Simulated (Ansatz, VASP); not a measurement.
**One calculation of Si2W, two programs**

The input INCAR:

```
PREC = Accurate
ENCUT = 520
EDIFF = 1E-7
ISMEAR = 1
SIGMA = 0.1
LREAL = F
LASPH = T
NELM = 100
ALGO = Normal
ISIF = 2
LWAVE = F
LCHARG = T
GGA = CA
LELF = T
LVHAR = T
NBANDS = 18
```

Contents of KPOINTS:

```
regular mesh
0
Gamma
  13 13 13
```

POSCAR

```
Si2W
1.0
   -1.6486562092      1.6486562092      4.0166821995
    1.6486562092     -1.6486562092      4.0166821995
    1.6486562092      1.6486562092     -4.0166821995
Si W
2 1
Direct
    0.3347000000      0.3347000000      0.0000000000
    0.6653000000      0.6653000000      0.0000000000
    0.0000000000      0.0000000000      0.0000000000
```

Input for Ansatz:

```yaml
crystal:
  lattice:
    - [-1.6486562092288706, 1.6486562092288706, 4.016682199465161]
    - [1.6486562092288706, -1.6486562092288706, 4.016682199465161]
    - [1.6486562092288706, 1.6486562092288706, -4.016682199465161]
  atoms:
    - { symbol: Si, position: [0.3347, 0.3347, 0.0] }
    - { symbol: Si, position: [0.6653, 0.6653, 0.0] }
    - { symbol: W, position: [0.0, 0.0, 0.0] }
basis:
  ecutwfc: 420.0
kpoints:
  mp_grid:
    grid: [13, 13, 13]
hamiltonian:
  xc: lda
  pseudopotentials:
    kind: paw
scf:
  occupations:
    method: cold
    width: 0.1
output:
  stress: true
```

Alike in both runs: task single point; functional LDA; k mesh 13 × 13 × 13; no spin polarisation.

```csv
,VASP,Ansatz
version,VASP 6.6.1,Ansatz 0.2.0
potentials or method,"VASP PAW LDA potentials, release 64 (Si, W_sv), cutoff 520 eV","plane waves, PAW"
occupations,"methfessel-paxton of order 1, width 0.1 eV","cold, width 0.1 eV"
valence electrons in the cell,22,22
```

|  | VASP | Ansatz | Ansatz less VASP |
| --- | --- | --- | --- |
| pressure (GPa) | -19.2 | -19.7 | -0.56 |
| traceless stress, the component that is largest in VASP (GPa) | -1.21 | -1.32 | -0.106 |

LDA's correlation is that of Perdew and Zunger in VASP and of Perdew and Wang (1992) in Ansatz.

Neither program's run includes spin-orbit coupling.
